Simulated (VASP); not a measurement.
# Mn (P6_3/mmc) in VASP: relaxation of cell and atoms with PBE

Aim: the relaxation of cell and atoms of Mn with PBE.

All numbers are computed with VASP 6.6.1; they aren't measurements. Logs are shortened: lines on timing, memory, paths and dates and some standing lists are left out, and cuts for length are marked.

### 1 The cell of the first run

It takes space group P6_3/mmc (No. 194, hexagonal). The conventional cell has a = 2.313 Å, b = 2.313 Å, c = 3.736 Å, α = 90.00°, β = 90.00°, γ = 120.00°. Mn (site symmetry -6m2) has 12 Mn at 2.30 to 2.31 Å within 3.0 Å.

This isn't the form of Mn at room conditions, which is a 58-atom cubic cell.

### 2 Relaxation of cell and atoms, PBE, collinear spin, ferromagnetic start, target pressure 95 GPa, at which the enthalpy is minimised

The input, INCAR:

```
SYSTEM = Mn
  PREC = Accurate
  ENCUT = 600
  EDIFF = 1E-6
  ISMEAR = -1
  SIGMA = 0.08
  LREAL = .FALSE.
  LASPH = .TRUE.
  NELM = 150
  ALGO = Normal
  ISIF = 3
  LWAVE = .FALSE.
  LCHARG = .FALSE.
  ISPIN = 2
  MAGMOM = 3 3
  LORBIT = 11
  LMAXMIX = 4
  GGA = PE
  IBRION = 2
  NSW = 32
  EDIFFG = -0.005
  PSTRESS = 950.0
```

The input, KPOINTS:

```
Automatic mesh
0
G
  19 19 10
  0 0 0
```

The input, POSCAR:

```
Mn
1.0
    2.3127739586      0.0000000000      0.0000000000
   -1.1563869793      2.0029210013      0.0000000000
    0.0000000000      0.0000000000      3.7362337884
Mn
2
Direct
    0.3333333333      0.6666666667      0.2500000000
    0.6666666667      0.3333333333      0.7500000000
```

Potentials or basis: VASP PAW PBE potentials, release 64 (Mn_pv).

Started as:

```console
cat potpaw_PBE.64/Mn_pv/POTCAR > POTCAR
mpirun -np 1 vasp_std > vasp.out
```

OUTCAR:

```text
SYSTEM = Mn
   PREC = Accurate
   ENCUT = 600
   EDIFF = 1E-6
   ISMEAR = -1
   LREAL = .FALSE.
   LASPH = .TRUE.
   NELM = 150
   ISIF = 3
   ISPIN = 2
   LORBIT = 11
   GGA = PE
   IBRION = 2
   NSW = 32
   EDIFFG = -0.005
   PSTRESS = 950.0

 ion  position               nearest neighbor table
   1  0.333  0.667  0.250-   2 2.30   2 2.30   2 2.30   2 2.30   2 2.30   2 2.30
   2  0.667  0.333  0.750-   1 2.30   1 2.30   1 2.30   1 2.30   1 2.30   1 2.30

  LATTYP: Found a hexagonal cell.
 ALAT       =     2.3127739586
 C/A-ratio  =     1.6154772819

  Lattice vectors:

 A1 = (   2.3127739586,   0.0000000000,   0.0000000000)
 A2 = (  -1.1563869793,   2.0029210013,   0.0000000000)
 A3 = (   0.0000000000,   0.0000000000,   3.7362337884)

Analysis of symmetry for initial positions (statically):
=====================================================================
 Subroutine PRICEL returns:
 Original cell was already a primitive cell.

 Routine SETGRP: Setting up the symmetry group for a
 hexagonal supercell.

 Subroutine GETGRP returns: Found 24 space group operations
 (whereof 12 operations were pure point group operations)
 out of a pool of 24 trial point group operations.

The static configuration has the point symmetry D_3d.
 The point group associated with its full space group is D_6h.

Analysis of symmetry for dynamics (positions and initial velocities):
=====================================================================
 Subroutine PRICEL returns:
 Original cell was already a primitive cell.

 Routine SETGRP: Setting up the symmetry group for a
 hexagonal supercell.

 Subroutine GETGRP returns: Found 24 space group operations
 (whereof 12 operations were pure point group operations)
 out of a pool of 24 trial point group operations.

The dynamic configuration has the point symmetry D_3d.
 The point group associated with its full space group is D_6h.

Analysis of structural, dynamic, and magnetic symmetry:
=====================================================================
 Subroutine PRICEL returns:
 Original cell was already a primitive cell.

 Routine SETGRP: Setting up the symmetry group for a
 hexagonal supercell.

 Subroutine GETGRP returns: Found 24 space group operations
 (whereof 12 operations were pure point group operations)
 out of a pool of 24 trial point group operations.

The overall configuration has the point symmetry D_3d.
 The point group associated with its full space group is D_6h.

 Subroutine INISYM returns: Found 24 space group operations
 (whereof 12 operations are pure point group operations),
 and found     1 'primitive' translations

----------------------------------------------------------------------------------------

                                     Primitive cell

  volume of cell :      17.3074

  direct lattice vectors                    reciprocal lattice vectors
     2.312773959  0.000000000  0.000000000     0.432381209  0.249635407  0.000000000
    -1.156386979  2.002921001  0.000000000     0.000000000  0.499270815  0.000000000
     0.000000000  0.000000000  3.736233788     0.000000000  0.000000000  0.267649204

  length of vectors
     2.312773959  2.312773959  3.736233788     0.499270815  0.499270815  0.267649204

  position of ions in fractional coordinates (direct lattice)
     0.333333333  0.666666667  0.250000000
     0.666666667  0.333333333  0.750000000

  ion indices of the primitive-cell ions
   primitive index   ion index
                 1           1
                 2           2

----------------------------------------------------------------------------------------

 KPOINTS: Automatic mesh

Automatic generation of k-mesh.
 Grid dimensions read from file:
 generate k-points for:   19   19   10

 Generating k-lattice:

  Cartesian coordinates                     Fractional coordinates (reciprocal lattice)
     0.022756906  0.013138706  0.000000000     0.052631579 -0.000000000  0.000000000
     0.000000000  0.026277411  0.000000000     0.000000000  0.052631579  0.000000000
     0.000000000  0.000000000  0.026764920     0.000000000  0.000000000  0.100000000

  Length of vectors
     0.026277411  0.026277411  0.026764920

  Shift w.r.t. Gamma in fractional coordinates (k-lattice)
     0.000000000  0.000000000  0.000000000

 Subroutine IBZKPT returns following result:
 ===========================================

 Found    240 irreducible k-points:

 Following reciprocal coordinates:
            Coordinates               Weight
  0.000000  0.000000  0.000000      1.000000
  0.052632  0.000000  0.000000      6.000000
  0.105263  0.000000  0.000000      6.000000
  0.157895 -0.000000  0.000000      6.000000
  0.210526 -0.000000  0.000000      6.000000
  0.263158  0.000000  0.000000      6.000000
[... 16 lines left out ...]
  0.263158  0.105263  0.000000     12.000000
  0.315789  0.105263  0.000000     12.000000
 [... further k-points ...]
   k-points           NKPTS =    240   k-points in BZ     NKDIM =    240   number of bands    NBANDS=     20
   number of dos      NEDOS =    301   number of ions     NIONS =      2
   total plane-waves  NPLWV =   9720
   dimension x,y,z NGX =    18 NGY =   18 NGZ =   30
   dimension x,y,z NGXF=    36 NGYF=   36 NGZF=   60
   ions per type =               2
   NGX,Y,Z   is equivalent  to a cutoff of  12.94, 12.94, 13.35 a.u.
   NGXF,Y,Z  is equivalent  to a cutoff of  25.88, 25.88, 26.70 a.u.
 SYSTEM =  Mn
   PREC   = accura    normal or accurate (medium, high low for compatibility)
   ISTART =      0    job   : 0-new  1-cont  2-samecut
   ICHARG =      2    charge: 1-file 2-atom 10-const
   ISPIN  =      2    spin polarized calculation?
   LNONCOLLINEAR =      F non collinear calculations
   LSORBIT =      F    spin-orbit coupling
   LASPH  =      T    aspherical Exc in radial PAW
   ENCUT  =  600.0 eV  44.10 Ry    6.64 a.u.   4.62  4.62  7.46*2*pi/ulx,y,z
   NELM   =    150;   NELMIN=  2; NELMDL= -5     # of ELM steps
   EDIFF  = 0.1E-05   stopping-criterion for ELM
   LREAL  =      F    real-space projection
   EDIFFG = -.5E-02   stopping-criterion for IOM
   NSW    =     32    number of steps for IOM
   IBRION =      2    ionic relax: 0-MD 1-quasi-New 2-CG
   NFREE  =      1    steps in history (QN), initial steepest desc. (CG)
   ISIF   =      3    stress and relaxation
   ISYM   =      2    0-nonsym 1-usesym 2-fastsym
   POTIM  = 0.5000    time-step for ionic-motion
   TEBEG  =    0.0;   TEEND  =   0.0 temperature during run
   PSTRESS=  950.0 pullay stress
   NELECT =      26.0000    total number of electrons
   NUPDOWN=      -1.0000    fix difference up-down
   EMIN   =  10.00;   EMAX   =-10.00  energy-range for DOS
   EFERMI =   0.00;   METHOD = LEGACY
   ISMEAR =    -1;   SIGMA  =   0.08  broadening in eV -4-tet -1-fermi 0-gaus
   EFERMI_NEDOS =   21; number of points for ismear=-14 and -15
   IALGO  =     38    algorithm
   IMIX   =      4    mixing-type and parameters
     AMIX     =   0.40;   BMIX     =  1.00
     AMIX_MAG =   1.60;   BMIX_MAG =  1.00
  volume/ion in A,a.u.               =       8.65        58.40
  Fermi-wavevector in a.u.,A,eV,Ry     =   1.874947  3.543136 47.830263  3.515425
  Thomas-Fermi vector in A             =   2.919768
   LORBIT       =     11    0 simple, 1 ext, 2 COOP (PROOUT), +10 PAW based schemes
   GGA     = PE    functional components
   LHFCALC =     F    Hartree Fock is set to
   AEXX    =    0.0000 exact exchange contribution
   IVDW    =     0    specifies the selected vdW correction
   LEPSILON=     F    determine dielectric tensor
   LRPA    =     F    only Hartree local field effects (RPA)
 conjugate gradient relaxation of ions
 spin polarized calculation
  energy-cutoff  :      600.00
  volume of cell :       17.31
 maximum number of plane-waves:       590
   NGX =  9   NGY =  9   NGZ = 15

--------------------------------------- Ionic step        1  -------------------------------------------

 number of electron      26.0000037 magnetization       0.0000601

 number of electron      26.0000037 magnetization      -0.0000005

 Free energy of the ion-electron system (eV)
  ---------------------------------------------------
  ext. energy  EPLUGINS =         0.00000000
  ---------------------------------------------------
  free energy    TOTEN  =       -16.90194561 eV

  energy without entropy =      -16.85629971  energy(sigma->0) =      -16.87912266

------------------------ aborting loop because EDIFF is reached ----------------------------------------

  FORCE on cell =-STRESS in cart. coord.  units (eV):
  Direction    XX          YY          ZZ          XY          YZ          ZX
  --------------------------------------------------------------------------------------
  -------------------------------------------------------------------------------------
  Total       10.3310801     10.3310801     10.3287492      0.0000000     -0.0000000      0.0000000
  in kB      956.3684895    956.3684895    956.1527129      0.0000000     -0.0000000      0.0000000
  external PRESSURE =       6.2965640 kB  Pullay stress =     950.0000000 kB
[... 65 lines left out ...]
--------------------------------------- Ionic step        3  -------------------------------------------

 number of electron      26.0000036 magnetization      -0.0000001

 number of electron      26.0000036 magnetization       0.0000000

 Free energy of the ion-electron system (eV)
  ---------------------------------------------------
  ext. energy  EPLUGINS =         0.00000000
  ---------------------------------------------------
  free energy    TOTEN  =       -16.91167835 eV

  energy without entropy =      -16.86597586  energy(sigma->0) =      -16.88882710

 E-fermi :  13.7351     XC(G=0): -15.3719

 val. band max:       13.7248455972   @ k =   0.3158   0.1053   0.4000
 cond. band min:      13.7371130786   @ k =   0.4211   0.1053   0.3000
 fundamental gap:      0.0122674814
 Fermi energy:        13.7350505759

 spin component 1

 k-point     1 :       0.0000    0.0000    0.0000
  band No.  band energies     occupation
      1     -35.0475      1.00000
      2     -33.7286      1.00000
      3     -33.7286      1.00000
      4     -33.5300      1.00000
      5     -33.5300      1.00000
      6     -33.5081      1.00000
[... 12 lines left out ...]
     19      25.8567      0.00000
[... 515 lines left out ...]
      6     -33.7482      1.00000
[... 12 lines left out ...]
     19      25.6480      0.00000
     20      28.2572      0.00000

 [... further k-points ...]

 spin component 2

 k-point     1 :       0.0000    0.0000    0.0000
  band No.  band energies     occupation
      1     -35.0475      1.00000
      2     -33.7286      1.00000
      3     -33.7286      1.00000
      4     -33.5300      1.00000
      5     -33.5300      1.00000
      6     -33.5081      1.00000
[... 12 lines left out ...]
     19      25.8567      0.00000
[... 559 lines left out ...]
  FREE ENERGIE OF THE ION-ELECTRON SYSTEM (eV)
  ---------------------------------------------------
  free  energy   TOTEN  =       -16.9116783463 eV

  energy  without entropy=      -16.8659758614  energy(sigma->0) =      -16.88882710

  enthalpy is  TOTEN    =        -6.6396918291 eV   P V=       10.2719865171

 reached required accuracy - stopping structural energy minimisation

 total charge

# of ion       s       p       d       tot
------------------------------------------
    1        0.526   6.561   5.433  12.519
    2        0.526   6.561   5.433  12.519
--------------------------------------------------
tot          1.051  13.122  10.866  25.039

 magnetization (x)

# of ion       s       p       d       tot
------------------------------------------
    1        0.000  -0.000  -0.000  -0.000
    2        0.000  -0.000  -0.000  -0.000
--------------------------------------------------
tot          0.000  -0.000  -0.000  -0.000
```

It took 2.6 min on 1 thread of Intel Xeon 6975P-C (Granite Rapids), shared host; peak memory 0.24 GiB.

Results:

| Item | Value |
| --- | --- |
| Free energy | -16.9117 eV |
| Relaxed volume | 8.66 Å³/atom |
| Relaxed cell | a = 2.314 Å, b = 2.314 Å, c = 3.737 Å, α = 90.00°, β = 90.00°, γ = 120.00° |
| Space group after relaxing (to 0.1 Å) | P6_3/mmc (No. 194) |
| Energy change on relaxing (the run minimises the enthalpy) | -4.9 meV/atom |
| Ionic steps | 3 |
| Pressure after relaxing | 95.0 GPa |
| Band gap on the k mesh | zero (filled and empty bands overlap) |
| Net moment | 0.00 μB per cell |
| Valence electrons inside the program's atomic spheres | Mn 12.52 |

Step by step:
```tsv
step	energy change (eV)	largest force (eV/Å)	pressure (GPa)	volume (Å³)
1	0.0000	0.0000	95.63	17.31
2	-0.0501	0.0000	92.42	17.39
3	-0.0097	0.0000	94.99	17.32
```

Final structure:
```
Mn
1.0
     2.31351    0.00000    0.00000
    -1.15676    2.00356    0.00000
     0.00000    0.00000    3.73738
Mn
2
Direct
  0.33333 0.66667 0.25000
  0.66667 0.33333 0.75000
```

Caveat: the cell is relaxed towards a set pressure, so the run minimises the enthalpy, not the energy; the moments typed at the start vanished in this run.
